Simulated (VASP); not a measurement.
# GaN (F-43m) in VASP: notebook

GaN is run at these levels: PBE; tasks: single point.

Program: VASP 6.6.1. These are calculated values, not measurements. Logs are shortened: lines on timing, memory, paths and dates and some standing lists are left out, and cuts for length are marked.

## Step 1: The cell of the first run

The structure is cubic, space group F-43m (No. 216). The conventional cell has a = 4.408 Å, b = 4.408 Å, c = 4.408 Å, α = 90.00°, β = 90.00°, γ = 90.00°. Within 2.5 Å of Ga (site symmetry -43m) lie 4 N at 1.91 Å. Within 2.5 Å of N (site symmetry -43m) lie 4 Ga at 1.91 Å.

## Step 2: Single point, PBE (strain -2.0%)

Input file INCAR:

```
PREC = Accurate ; ENCUT = 520
EDIFF = 1E-7 ; ISMEAR = 0
SIGMA = 0.01 ; LREAL = F
LASPH = T ; NELM = 60
ALGO = Normal ; ISIF = 2
LWAVE = F ; LCHARG = T
GGA = PE ; LELF = T
LVHAR = T ; NBANDS = 16
```

Input file KPOINTS:

```
regular mesh
0
Gamma
  6 6 6
```

Input file POSCAR:

```
GaN
1.0
    0.0000000000      2.2039734903      2.2039734903
    2.2039734903      0.0000000000      2.2039734903
    2.2039734903      2.2039734903      0.0000000000
Ga N
1 1
Direct
    0.0000000000      0.0000000000      0.0000000000
    0.2500000000      0.2500000000      0.2500000000
```

Potentials or basis: VASP PAW PBE potentials, release 64 (Ga_d, N).

Command:

```console
$ cat potpaw_PBE.64/Ga_d/POTCAR potpaw_PBE.64/N/POTCAR > POTCAR
$ mpirun -np 1 vasp_std > vasp.out
```

OUTCAR:

```text
PREC = Accurate
   ENCUT = 520
   EDIFF = 1E-7
   ISMEAR = 0
   LREAL = F
   LASPH = T
   NELM = 60
   ISIF = 2
   GGA = PE

 ion  position               nearest neighbor table
   1  0.000  0.000  0.000-   2 1.91   2 1.91   2 1.91   2 1.91
   2  0.250  0.250  0.250-   1 1.91   1 1.91   1 1.91   1 1.91

  LATTYP: Found a face centered cubic cell.
 ALAT       =     4.4079469806

  Lattice vectors:

 A1 = (   0.0000000000,   2.2039734903,   2.2039734903)
 A2 = (   2.2039734903,   0.0000000000,   2.2039734903)
 A3 = (   2.2039734903,   2.2039734903,   0.0000000000)

Analysis of symmetry for initial positions (statically):
=====================================================================
 Subroutine PRICEL returns:
 Original cell was already a primitive cell.

 Routine SETGRP: Setting up the symmetry group for a
 face centered cubic supercell.

 Subroutine GETGRP returns: Found 24 space group operations
 (whereof 24 operations were pure point group operations)
 out of a pool of 48 trial point group operations.

The static configuration has the point symmetry T_d .

Analysis of symmetry for dynamics (positions and initial velocities):
=====================================================================
 Subroutine PRICEL returns:
 Original cell was already a primitive cell.

 Routine SETGRP: Setting up the symmetry group for a
 face centered cubic supercell.

 Subroutine GETGRP returns: Found 24 space group operations
 (whereof 24 operations were pure point group operations)
 out of a pool of 48 trial point group operations.

The dynamic configuration has the point symmetry T_d .

 Subroutine INISYM returns: Found 24 space group operations
 (whereof 24 operations are pure point group operations),
 and found     1 'primitive' translations

----------------------------------------------------------------------------------------

                                     Primitive cell

  volume of cell :      21.4116

  direct lattice vectors                    reciprocal lattice vectors
     0.000000000  2.203973490  2.203973490    -0.226862983  0.226862983  0.226862983
     2.203973490  0.000000000  2.203973490     0.226862983 -0.226862983  0.226862983
     2.203973490  2.203973490  0.000000000     0.226862983  0.226862983 -0.226862983

  length of vectors
     3.116889201  3.116889201  3.116889201     0.392938213  0.392938213  0.392938213

  position of ions in fractional coordinates (direct lattice)
     0.000000000  0.000000000  0.000000000
     0.250000000  0.250000000  0.250000000

  ion indices of the primitive-cell ions
   primitive index   ion index
                 1           1
                 2           2

----------------------------------------------------------------------------------------

 KPOINTS: regular mesh

Automatic generation of k-mesh.
 Grid dimensions read from file:
 generate k-points for:    6    6    6

 Generating k-lattice:

  Cartesian coordinates                     Fractional coordinates (reciprocal lattice)
    -0.037810497  0.037810497  0.037810497     0.166666667  0.000000000  0.000000000
     0.037810497 -0.037810497  0.037810497     0.000000000  0.166666667  0.000000000
     0.037810497  0.037810497 -0.037810497     0.000000000  0.000000000  0.166666667

  Length of vectors
     0.065489702  0.065489702  0.065489702

  Shift w.r.t. Gamma in fractional coordinates (k-lattice)
     0.000000000  0.000000000  0.000000000

 Subroutine IBZKPT returns following result:
 ===========================================

 Found     16 irreducible k-points:

 Following reciprocal coordinates:
            Coordinates               Weight
  0.000000  0.000000  0.000000      1.000000
  0.166667  0.000000  0.000000      8.000000
  0.333333  0.000000  0.000000      8.000000
  0.500000  0.000000  0.000000      4.000000
  0.166667  0.166667  0.000000      6.000000
  0.333333  0.166667  0.000000     24.000000
[... 8 lines left out ...]
 -0.333333  0.333333  0.166667     24.000000
 -0.333333  0.500000  0.166667     12.000000
   k-points           NKPTS =     16   k-points in BZ     NKDIM =     16   number of bands    NBANDS=     16
   number of dos      NEDOS =    301   number of ions     NIONS =      2
   total plane-waves  NPLWV =  13824
   dimension x,y,z NGX =    24 NGY =   24 NGZ =   24
   dimension x,y,z NGXF=    48 NGYF=   48 NGZF=   48
   ions per type =               1   1
   NGX,Y,Z   is equivalent  to a cutoff of  12.80, 12.80, 12.80 a.u.
   NGXF,Y,Z  is equivalent  to a cutoff of  25.60, 25.60, 25.60 a.u.
 SYSTEM =  unknown system
   PREC   = accura    normal or accurate (medium, high low for compatibility)
   ISTART =      0    job   : 0-new  1-cont  2-samecut
   ICHARG =      2    charge: 1-file 2-atom 10-const
   ISPIN  =      1    spin polarized calculation?
   LNONCOLLINEAR =      F non collinear calculations
   LSORBIT =      F    spin-orbit coupling
   LASPH  =      T    aspherical Exc in radial PAW
   ENCUT  =  520.0 eV  38.22 Ry    6.18 a.u.   5.80  5.80  5.80*2*pi/ulx,y,z
   NELM   =     60;   NELMIN=  2; NELMDL= -5     # of ELM steps
   EDIFF  = 0.1E-06   stopping-criterion for ELM
   LREAL  =      F    real-space projection
   EDIFFG = 0.1E-05   stopping-criterion for IOM
   NSW    =      0    number of steps for IOM
   IBRION =     -1    ionic relax: 0-MD 1-quasi-New 2-CG
   NFREE  =      0    steps in history (QN), initial steepest desc. (CG)
   ISIF   =      2    stress and relaxation
   ISYM   =      2    0-nonsym 1-usesym 2-fastsym
   POTIM  = 0.5000    time-step for ionic-motion
   TEBEG  =    0.0;   TEEND  =   0.0 temperature during run
   PSTRESS=    0.0 pullay stress
   NELECT =      18.0000    total number of electrons
   NUPDOWN=      -1.0000    fix difference up-down
   EMIN   =  10.00;   EMAX   =-10.00  energy-range for DOS
   EFERMI =   0.00;   METHOD = LEGACY
   ISMEAR =     0;   SIGMA  =   0.01  broadening in eV -4-tet -1-fermi 0-gaus
   EFERMI_NEDOS =   21; number of points for ismear=-14 and -15
   IALGO  =     38    algorithm
   IMIX   =      4    mixing-type and parameters
     AMIX     =   0.40;   BMIX     =  1.00
     AMIX_MAG =   1.60;   BMIX_MAG =  1.00
  volume/ion in A,a.u.               =      10.71        72.25
  Fermi-wavevector in a.u.,A,eV,Ry     =   1.545074  2.919767 32.480560  2.387254
  Thomas-Fermi vector in A             =   2.650504
   LORBIT       =      0    0 simple, 1 ext, 2 COOP (PROOUT), +10 PAW based schemes
   GGA     = PE    functional components
   LHFCALC =     F    Hartree Fock is set to
   AEXX    =    0.0000 exact exchange contribution
   IVDW    =     0    specifies the selected vdW correction
   LEPSILON=     F    determine dielectric tensor
   LRPA    =     F    only Hartree local field effects (RPA)
 non-spin polarized calculation
 Gauss-broadening in eV      SIGMA  =   0.01
  energy-cutoff  :      520.00
  volume of cell :       21.41
 maximum number of plane-waves:       589
   NGX = 11   NGY = 11   NGZ = 11

 number of electron      18.0000005 magnetization

 Free energy of the ion-electron system (eV)
  ---------------------------------------------------
  ext. energy  EPLUGINS =         0.00000000
  ---------------------------------------------------
  free energy    TOTEN  =       -12.02717590 eV

  energy without entropy =      -12.02717590  energy(sigma->0) =      -12.02717590

 E-fermi :   6.1339     XC(G=0): -12.0271

 val. band max:        6.0389246339   @ k =   0.0000   0.0000   0.0000
 cond. band min:       8.1926141525   @ k =   0.0000   0.0000   0.0000
 fundamental gap:      2.1536895186
 Fermi energy:         6.1339068416

 k-point     1 :       0.0000    0.0000    0.0000
  band No.  band energies     occupation
      1     -10.4905      2.00000
      2      -7.4816      2.00000
      3      -7.4816      2.00000
      4      -7.4816      2.00000
      5      -7.0881      2.00000
      6      -7.0881      2.00000
[... 8 lines left out ...]
     15      25.4012      0.00000
     16      25.4012      0.00000

 k-point     2 :       0.1667    0.0000    0.0000
  band No.  band energies     occupation
      1     -10.1637      2.00000
      2      -7.4405      2.00000
      3      -7.4405      2.00000
      4      -7.3666      2.00000
      5      -7.0902      2.00000
      6      -7.0902      2.00000
[... 8 lines left out ...]
     15      23.3868      0.00000
     16      23.3868      0.00000

 k-point     3 :       0.3333    0.0000    0.0000
  band No.  band energies     occupation
      1      -9.5765      2.00000
      2      -7.3856      2.00000
      3      -7.3856      2.00000
      4      -7.0637      2.00000
      5      -7.0637      2.00000
      6      -6.7086      2.00000
[... 8 lines left out ...]
     15      24.2841      0.00000
     16      24.2841      0.00000

 k-point     4 :       0.5000    0.0000    0.0000
  band No.  band energies     occupation
      1      -9.3644      2.00000
      2      -7.3750      2.00000
      3      -7.3750      2.00000
      4      -7.0317      2.00000
      5      -7.0317      2.00000
      6      -5.8380      2.00000
[... 8 lines left out ...]
     15      26.5204      0.00000
     16      26.5204      0.00000

 k-point     5 :       0.1667    0.1667    0.0000
  band No.  band energies     occupation
      1     -10.0582      2.00000
      2      -7.3985      2.00000
      3      -7.3985      2.00000
      4      -7.3940      2.00000
      5      -7.1079      2.00000
      6      -7.0650      2.00000
[... 8 lines left out ...]
     15      27.2503      0.00000
     16      27.4195      0.00000

 k-point     6 :       0.3333    0.1667    0.0000
  band No.  band energies     occupation
      1      -9.5727      2.00000
      2      -7.3686      2.00000
      3      -7.3256      2.00000
      4      -7.2086      2.00000
      5      -7.0397      2.00000
      6      -6.7943      2.00000
[... 8 lines left out ...]
     15      26.2183      0.00000
     16      26.7257      0.00000

 k-point     7 :       0.5000    0.1667    0.0000
  band No.  band energies     occupation
      1      -9.2945      2.00000
      2      -7.3661      2.00000
      3      -7.3072      2.00000
      4      -7.1181      2.00000
      5      -7.0285      2.00000
      6      -5.7714      2.00000
[... 8 lines left out ...]
     15      26.1445      0.00000
     16      27.1991      0.00000

 k-point     8 :      -0.3333    0.1667    0.0000
  band No.  band energies     occupation
      1      -9.3536      2.00000
      2      -7.3676      2.00000
      3      -7.3240      2.00000
      4      -7.0864      2.00000
      5      -7.0835      2.00000
      6      -6.0777      2.00000
[... 8 lines left out ...]
     15      23.9491      0.00000
     16      26.7210      0.00000

 k-point     9 :      -0.1667    0.1667    0.0000
  band No.  band energies     occupation
      1      -9.7535      2.00000
      2      -7.3889      2.00000
      3      -7.3887      2.00000
      4      -7.1656      2.00000
      5      -7.1154      2.00000
      6      -6.9572      2.00000
[... 8 lines left out ...]
     15      23.5257      0.00000
     16      26.7770      0.00000

 k-point    10 :       0.3333    0.3333    0.0000
  band No.  band energies     occupation
      1      -9.3419      2.00000
      2      -7.3403      2.00000
      3      -7.2135      2.00000
      4      -7.2135      2.00000
      5      -7.0188      2.00000
      6      -6.4723      2.00000
[... 8 lines left out ...]
     15      29.2114      0.00000
     16      29.6260      0.00000

 k-point    11 :       0.5000    0.3333    0.0000
  band No.  band energies     occupation
      1      -9.1778      2.00000
      2      -7.3524      2.00000
      3      -7.1773      2.00000
      4      -7.1703      2.00000
      5      -7.0150      2.00000
      6      -5.5843      2.00000
[... 8 lines left out ...]
     15      29.3728      0.00000
     16      29.7381      0.00000

 k-point    12 :      -0.3333    0.3333    0.0000
  band No.  band energies     occupation
      1      -9.1824      2.00000
      2      -7.3527      2.00000
      3      -7.2099      2.00000
      4      -7.1469      2.00000
      5      -7.0670      2.00000
      6      -5.3106      2.00000
[... 8 lines left out ...]
     15      25.6313      0.00000
     16      30.0135      0.00000

 k-point    13 :       0.5000    0.5000    0.0000
  band No.  band energies     occupation
      1      -9.1336      2.00000
      2      -7.3945      2.00000
      3      -7.1099      2.00000
      4      -7.1099      2.00000
      5      -6.9956      2.00000
      6      -5.4287      2.00000
[... 8 lines left out ...]
     15      29.0149      0.00000
     16      31.2532      0.00000

 k-point    14 :       0.5000    0.3333    0.1667
  band No.  band energies     occupation
      1      -9.2847      2.00000
      2      -7.3183      2.00000
      3      -7.2997      2.00000
      4      -7.1638      2.00000
      5      -7.0455      2.00000
      6      -6.0158      2.00000
[... 8 lines left out ...]
     15      26.6870      0.00000
     16      29.5307      0.00000

 k-point    15 :      -0.3333    0.3333    0.1667
  band No.  band energies     occupation
      1      -9.1822      2.00000
      2      -7.3379      2.00000
      3      -7.2572      2.00000
      4      -7.1182      2.00000
      5      -7.0622      2.00000
      6      -5.3074      2.00000
[... 8 lines left out ...]
     15      25.5493      0.00000
     16      29.9025      0.00000

 k-point    16 :      -0.3333    0.5000    0.1667
  band No.  band energies     occupation
      1      -9.1342      2.00000
      2      -7.3349      2.00000
      3      -7.2312      2.00000
      4      -7.1005      2.00000
      5      -7.0416      2.00000
      6      -5.1566      2.00000
[... 8 lines left out ...]
     15      27.4106      0.00000
     16      30.2298      0.00000

------------------------ aborting loop because EDIFF is reached ----------------------------------------

  FORCE on cell =-STRESS in cart. coord.  units (eV):
  Direction    XX          YY          ZZ          XY          YZ          ZX
  --------------------------------------------------------------------------------------
  -------------------------------------------------------------------------------------
  Total        2.6488915      2.6488915      2.6488915     -0.0000000      0.0000000      0.0000000
  in kB      198.2100415    198.2100415    198.2100415     -0.0000000      0.0000000      0.0000000
  external PRESSURE =     198.2100415 kB  Pullay stress =       0.0000000 kB

 VOLUME and BASIS-vectors are now :
 -----------------------------------------------------------------------------
  energy-cutoff  :      520.00
  volume of cell :       21.41
      direct lattice vectors                 reciprocal lattice vectors
     0.000000000  2.203973490  2.203973490    -0.226862983  0.226862983  0.226862983
     2.203973490  0.000000000  2.203973490     0.226862983 -0.226862983  0.226862983
     2.203973490  2.203973490  0.000000000     0.226862983  0.226862983 -0.226862983

 POSITION                                       TOTAL-FORCE (eV/Angst)
 -----------------------------------------------------------------------------------
      0.00000      0.00000      0.00000        -0.000000     -0.000000     -0.000000
      1.10199      1.10199      1.10199         0.000000      0.000000      0.000000
 -----------------------------------------------------------------------------------
    total drift:                                0.000002      0.000002      0.000001

  FREE ENERGIE OF THE ION-ELECTRON SYSTEM (eV)
  ---------------------------------------------------
  free  energy   TOTEN  =       -12.0271758966 eV

  energy  without entropy=      -12.0271758966  energy(sigma->0) =      -12.02717590
```

Run time: 12 s. Hardware: 1 thread of Intel Xeon Platinum 8375C at 2.90GHz (Ice Lake), shared host; peak memory 0.14 GiB.

What came out:

* Free energy: -12.0272 eV
* Pressure: 19.8 GPa
* Band gap on the k mesh: 2.15 eV

Levels at points of the mesh, in eV from the valence-band top:
```tsv
k point	band 5	band 6	band 7	band 8	band 9	band 10	band 11	band 12	band 13	band 14
(0.00, 0.00, 0.00)	-13.13	-13.13	0.00	0.00	0.00	2.15	10.72	10.72	10.72	18.50
(0.50, 0.00, 0.00)	-13.07	-11.88	-7.49	-1.06	-1.06	5.10	9.06	10.71	10.71	16.21
(0.50, 0.50, 0.00)	-13.03	-11.47	-6.41	-2.95	-2.95	3.36	7.05	12.20	14.68	14.68
```

Caveat: the cell differs from its parent crystal (strain -2.0%); the cell stands under pressure.

[end of part 1 of 2]
